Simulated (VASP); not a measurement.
# W (Im-3m) in VASP: notebook

W is run at these levels: PBEsol; tasks: single point, relaxation of cell and atoms.

All numbers are computed with VASP 6.6.1; they aren't measurements. Logs are shortened: lines on timing, memory, paths and dates and some standing lists are left out, and cuts for length are marked.

## 1. The cell of the first run

Symmetry: Im-3m, No. 229, cubic system. Conventional cell: a = 3.095 Å, b = 3.095 Å, c = 3.095 Å, α = 90.00°, β = 90.00°, γ = 90.00°. W (site symmetry m-3m) has 14 W at 2.68 to 3.10 Å within 3.5 Å.

## 2. Single point, PBEsol

Contents of INCAR:

```
ALGO = Normal
EDIFF = 1E-6
ENCUT = 520
GGA = PS
ISIF = 2
ISMEAR = 0
LASPH = T
LCHARG = F
LREAL = F
LWAVE = F
NBANDS = 13
NELM = 60
PREC = Accurate
SIGMA = 0.1
```

Contents of KPOINTS:

```
k-points
0
Gamma
  8 8 8
```

Contents of POSCAR:

```
W
1.0
   -1.5477436784      1.5477436784      1.5477436784
    1.5477436784     -1.5477436784      1.5477436784
    1.5477436784      1.5477436784     -1.5477436784
W
1
Direct
    0.0000000000      0.0000000000      0.0000000000
```

Potentials or basis: VASP PAW PBE potentials, release 64 (W_sv).

Started as:

```console
$ cat potpaw_PBE.64/W_sv/POTCAR > POTCAR
$ mpirun -np 1 vasp_std > vasp.out
```

OUTCAR:

```text
EDIFF = 1E-6
   ENCUT = 520
   GGA = PS
   ISIF = 2
   ISMEAR = 0
   LASPH = T
   LREAL = F
   NELM = 60
   PREC = Accurate

 ion  position               nearest neighbor table
   1  0.000  0.000  0.000-

  LATTYP: Found a body centered cubic cell.
 ALAT       =     3.0954873568

  Lattice vectors:

 A1 = (  -1.5477436784,   1.5477436784,   1.5477436784)
 A2 = (   1.5477436784,  -1.5477436784,   1.5477436784)
 A3 = (   1.5477436784,   1.5477436784,  -1.5477436784)

Analysis of symmetry for initial positions (statically):
=====================================================================
 Subroutine PRICEL returns:
 Original cell was already a primitive cell.

 Routine SETGRP: Setting up the symmetry group for a
 body centered cubic supercell.

 Subroutine GETGRP returns: Found 48 space group operations
 (whereof 48 operations were pure point group operations)
 out of a pool of 48 trial point group operations.

The static configuration has the point symmetry O_h .

Analysis of symmetry for dynamics (positions and initial velocities):
=====================================================================
 Subroutine PRICEL returns:
 Original cell was already a primitive cell.

 Routine SETGRP: Setting up the symmetry group for a
 body centered cubic supercell.

 Subroutine GETGRP returns: Found 48 space group operations
 (whereof 48 operations were pure point group operations)
 out of a pool of 48 trial point group operations.

The dynamic configuration has the point symmetry O_h .

 Subroutine INISYM returns: Found 48 space group operations
 (whereof 48 operations are pure point group operations),
 and found     1 'primitive' translations

----------------------------------------------------------------------------------------

                                     Primitive cell

  volume of cell :      14.8305

  direct lattice vectors                    reciprocal lattice vectors
    -1.547743678  1.547743678  1.547743678     0.000000000  0.323050908  0.323050908
     1.547743678 -1.547743678  1.547743678     0.323050908  0.000000000  0.323050908
     1.547743678  1.547743678 -1.547743678     0.323050908  0.323050908  0.000000000

  length of vectors
     2.680770688  2.680770688  2.680770688     0.456862975  0.456862975  0.456862975

  position of ions in fractional coordinates (direct lattice)
     0.000000000  0.000000000  0.000000000

  ion indices of the primitive-cell ions
   primitive index   ion index
                 1           1

----------------------------------------------------------------------------------------

 KPOINTS: k-points

Automatic generation of k-mesh.
 Grid dimensions read from file:
 generate k-points for:    8    8    8

 Generating k-lattice:

  Cartesian coordinates                     Fractional coordinates (reciprocal lattice)
     0.000000000  0.040381363  0.040381363     0.125000000  0.000000000  0.000000000
     0.040381363  0.000000000  0.040381363     0.000000000  0.125000000  0.000000000
     0.040381363  0.040381363  0.000000000     0.000000000  0.000000000  0.125000000

  Length of vectors
     0.057107872  0.057107872  0.057107872

  Shift w.r.t. Gamma in fractional coordinates (k-lattice)
     0.000000000  0.000000000  0.000000000

 Subroutine IBZKPT returns following result:
 ===========================================

 Found     29 irreducible k-points:

 Following reciprocal coordinates:
            Coordinates               Weight
  0.000000  0.000000  0.000000      1.000000
  0.125000  0.000000  0.000000     12.000000
  0.250000  0.000000  0.000000     12.000000
  0.375000  0.000000  0.000000     12.000000
  0.500000  0.000000  0.000000      6.000000
  0.125000  0.125000  0.000000     24.000000
[... 16 lines left out ...]
 -0.250000  0.250000  0.250000      6.000000
 -0.375000  0.375000  0.250000     24.000000
 [... further k-points ...]
   k-points           NKPTS =     29   k-points in BZ     NKDIM =     29   number of bands    NBANDS=     13
   number of dos      NEDOS =    301   number of ions     NIONS =      1
   total plane-waves  NPLWV =   8000
   dimension x,y,z NGX =    20 NGY =   20 NGZ =   20
   dimension x,y,z NGXF=    40 NGYF=   40 NGZF=   40
   ions per type =               1
   NGX,Y,Z   is equivalent  to a cutoff of  12.40, 12.40, 12.40 a.u.
   NGXF,Y,Z  is equivalent  to a cutoff of  24.81, 24.81, 24.81 a.u.
 SYSTEM =  unknown system
   PREC   = accura    normal or accurate (medium, high low for compatibility)
   ISTART =      0    job   : 0-new  1-cont  2-samecut
   ICHARG =      2    charge: 1-file 2-atom 10-const
   ISPIN  =      1    spin polarized calculation?
   LNONCOLLINEAR =      F non collinear calculations
   LSORBIT =      F    spin-orbit coupling
   LASPH  =      T    aspherical Exc in radial PAW
   ENCUT  =  520.0 eV  38.22 Ry    6.18 a.u.   4.98  4.98  4.98*2*pi/ulx,y,z
   NELM   =     60;   NELMIN=  2; NELMDL= -5     # of ELM steps
   EDIFF  = 0.1E-05   stopping-criterion for ELM
   LREAL  =      F    real-space projection
   EDIFFG = 0.1E-04   stopping-criterion for IOM
   NSW    =      0    number of steps for IOM
   IBRION =     -1    ionic relax: 0-MD 1-quasi-New 2-CG
   NFREE  =      0    steps in history (QN), initial steepest desc. (CG)
   ISIF   =      2    stress and relaxation
   ISYM   =      2    0-nonsym 1-usesym 2-fastsym
   POTIM  = 0.5000    time-step for ionic-motion
   TEBEG  =    0.0;   TEEND  =   0.0 temperature during run
   PSTRESS=    0.0 pullay stress
   NELECT =      14.0000    total number of electrons
   NUPDOWN=      -1.0000    fix difference up-down
   EMIN   =  10.00;   EMAX   =-10.00  energy-range for DOS
   EFERMI =   0.00;   METHOD = LEGACY
   ISMEAR =     0;   SIGMA  =   0.10  broadening in eV -4-tet -1-fermi 0-gaus
   EFERMI_NEDOS =   21; number of points for ismear=-14 and -15
   IALGO  =     38    algorithm
   IMIX   =      4    mixing-type and parameters
     AMIX     =   0.40;   BMIX     =  1.00
     AMIX_MAG =   1.60;   BMIX_MAG =  1.00
  volume/ion in A,a.u.               =      14.83       100.08
  Fermi-wavevector in a.u.,A,eV,Ry     =   1.605949  3.034804 35.090417  2.579073
  Thomas-Fermi vector in A             =   2.702214
   LORBIT       =      0    0 simple, 1 ext, 2 COOP (PROOUT), +10 PAW based schemes
   GGA     = PS    functional components
   LHFCALC =     F    Hartree Fock is set to
   AEXX    =    0.0000 exact exchange contribution
   IVDW    =     0    specifies the selected vdW correction
   LEPSILON=     F    determine dielectric tensor
   LRPA    =     F    only Hartree local field effects (RPA)
 non-spin polarized calculation
 Gauss-broadening in eV      SIGMA  =   0.10
  energy-cutoff  :      520.00
  volume of cell :       14.83
 maximum number of plane-waves:       420
   NGX =  9   NGY =  9   NGZ =  9

 number of electron      13.9999998 magnetization

 Free energy of the ion-electron system (eV)
  ---------------------------------------------------
  ext. energy  EPLUGINS =         0.00000000
  ---------------------------------------------------
  free energy    TOTEN  =       -13.74351779 eV

  energy without entropy =      -13.74351648  energy(sigma->0) =      -13.74351713

 E-fermi :  11.9873     XC(G=0): -14.1432

 val. band max:       11.6984247421   @ k =   0.1250   0.0000   0.0000
 cond. band min:      12.2757396977   @ k =  -0.2500   0.2500   0.1250
 fundamental gap:      0.5773149556
 Fermi energy:        11.9873213877

 k-point     1 :       0.0000    0.0000    0.0000
  band No.  band energies     occupation
      1     -61.8093      2.00000
      2     -25.2546      2.00000
      3     -25.2546      2.00000
      4     -25.2546      2.00000
      5       2.2460      2.00000
      6      10.9063      2.00000
      7      10.9063      2.00000
      8      10.9063      2.00000
      9      14.6528      0.00000
     10      14.6528      0.00000
     11      26.9496      0.00000
     12      26.9496      0.00000
     13      26.9496      0.00000

 k-point     2 :       0.1250    0.0000    0.0000
  band No.  band energies     occupation
      1     -61.7831      2.00000
      2     -25.5101      2.00000
      3     -25.3332      2.00000
      4     -25.2564      2.00000
      5       3.0379      2.00000
      6      10.4329      2.00000
      7      10.7423      2.00000
      8      11.6984      1.99996
      9      14.0463      0.00000
     10      14.6663      0.00000
     11      27.5723      0.00000
     12      28.2991      0.00000
     13      28.7939      0.00000

 k-point     3 :       0.2500    0.0000    0.0000
  band No.  band energies     occupation
      1     -61.7194      2.00000
      2     -26.0958      2.00000
      3     -25.5186      2.00000
      4     -25.2608      2.00000
      5       4.7963      2.00000
      6       9.4601      2.00000
      7      10.2610      2.00000
      8      13.9343      0.00000
      9      13.9897      0.00000
     10      14.8590      0.00000
     11      27.4190      0.00000
     12      29.7318      0.00000
     13      31.8568      0.00000
[... 305 lines left out ...]
 k-point    23 :      -0.2500    0.2500    0.2500
  band No.  band energies     occupation
      1     -61.6414      2.00000
      2     -26.1278      2.00000
      3     -25.8048      2.00000
      4     -25.8048      2.00000
      5       6.9146      2.00000
      6       9.0793      2.00000
      7      11.6825      1.99998
      8      11.6825      1.99998
      9      13.7152      0.00000
     10      16.1015      0.00000
     11      27.3059      0.00000
     12      33.0201      0.00000
     13      33.0201      0.00000

 k-point    24 :      -0.3750    0.3750    0.2500
  band No.  band energies     occupation
      1     -61.5857      2.00000
      2     -26.4548      2.00000
      3     -25.9989      2.00000
      4     -25.8539      2.00000
      5       7.3951      2.00000
      6       8.0930      2.00000
      7      11.6810      1.99999
      8      12.5463      0.00000
      9      16.3317      0.00000
     10      17.1082      0.00000
     11      26.9354      0.00000
     12      29.6133      0.00000
     13      30.5833      0.00000

 [... further k-points ...]
[... 5 lines left out ...]
  --------------------------------------------------------------------------------------
  -------------------------------------------------------------------------------------
  Total        2.0782218      2.0782218      2.0782218      0.0000000     -0.0000000      0.0000000
  in kB      224.5150062    224.5150062    224.5150062      0.0000000     -0.0000000      0.0000000
  external PRESSURE =     224.5150062 kB  Pullay stress =       0.0000000 kB

 VOLUME and BASIS-vectors are now :
 -----------------------------------------------------------------------------
  energy-cutoff  :      520.00
  volume of cell :       14.83
      direct lattice vectors                 reciprocal lattice vectors
    -1.547743678  1.547743678  1.547743678     0.000000000  0.323050908  0.323050908
     1.547743678 -1.547743678  1.547743678     0.323050908  0.000000000  0.323050908
     1.547743678  1.547743678 -1.547743678     0.323050908  0.323050908  0.000000000

 POSITION                                       TOTAL-FORCE (eV/Angst)
 -----------------------------------------------------------------------------------
      0.00000      0.00000      0.00000         0.000000     -0.000000      0.000000
 -----------------------------------------------------------------------------------
    total drift:                                0.000000     -0.000000      0.000000

  FREE ENERGIE OF THE ION-ELECTRON SYSTEM (eV)
  ---------------------------------------------------
  free  energy   TOTEN  =       -13.7435177858 eV

  energy  without entropy=      -13.7435164760  energy(sigma->0) =      -13.74351713
```

It took 3.3 s on 1 thread of Intel Xeon 6975P-C, shared host; peak memory 0.13 GiB.

What came out:

```yaml
Free_energy: -13.7435 eV
Pressure: 22.5 GPa
Band_gap_on_the_k_mesh: zero (band 7 reaches 17.94 eV, above the bottom of band 8 at 10.91 eV)
```

Levels at points of the mesh, in eV from the Fermi level:
| k point | band 5 | band 6 | band 7 | band 8 | band 9 | band 10 |
| --- | --- | --- | --- | --- | --- | --- |
| (0.00, 0.00, 0.00) | -9.74 | -1.08 | -1.08 | -1.08 | 2.67 | 2.67 |
| (0.50, 0.00, 0.00) | -6.47 | -3.64 | 1.23 | 2.61 | 3.67 | 7.06 |
| (0.50, 0.50, 0.50) | -6.14 | -6.14 | 5.95 | 5.95 | 5.95 | 9.09 |

Caveat: the PAW data sets were made with another functional, which shifts forces and pressure a little; spin-orbit coupling is left out, which moves the levels of the heavy elements.

## 3. Single point, PBEsol

This run uses another cell than the first one, of 15.69 Å³/atom, 1.058 times its volume.

Contents of INCAR:

```
  ALGO = Normal
  EDIFF = 1E-6
  ENCUT = 520
  GGA = PS
  ISIF = 2
  ISMEAR = 0
  LASPH = True
  LCHARG = False
  LREAL = False
  LWAVE = False
  NBANDS = 13
  NELM = 60
  PREC = Accurate
  SIGMA = 0.1
```

Contents of KPOINTS:

```
k-points
0
Gamma
  18 18 18
```

Contents of POSCAR:

```
W
1.0
   -1.5771836591      1.5771836591      1.5771836591
    1.5771836591     -1.5771836591      1.5771836591
    1.5771836591      1.5771836591     -1.5771836591
W
1
Direct
    0.0000000000      0.0000000000      0.0000000000
```

Potentials or basis: VASP PAW PBE potentials, release 64 (W_sv).

Started as:

```console
$ cat potpaw_PBE.64/W_sv/POTCAR > POTCAR
$ mpirun -np 1 vasp_std > vasp.out
```

Run time: 14 s. Hardware: 1 thread of Intel Xeon 6975P-C, shared host; peak memory 0.15 GiB.

The run converged. Its results:

- Free energy: -13.8015 eV
- Pressure: 0.6 GPa
- Band gap on the k mesh: zero (band 7 reaches 16.67 eV, above the bottom of band 8 at 10.17 eV)

Levels at points of the mesh, in eV from the Fermi level:
```csv
k point,band 3,band 4,band 5,band 6,band 7,band 8,band 9,band 10,band 11,band 12
"(0.00, 0.00, 0.00)",-37.67,-37.67,-9.70,-1.24,-1.24,-1.24,2.27,2.27,14.57,14.57
"(0.50, 0.00, 0.00)",-38.10,-37.67,-6.35,-3.61,0.74,2.17,3.16,6.27,11.24,11.53
"(0.50, 0.50, 0.50)",-38.60,-38.60,-5.93,-5.93,5.26,5.26,5.26,8.34,8.34,8.34
```

Caveat: the PAW data sets were made with another functional, which shifts forces and pressure a little; spin-orbit coupling is left out, which moves the levels of the heavy elements.

[end of part 1 of 2]
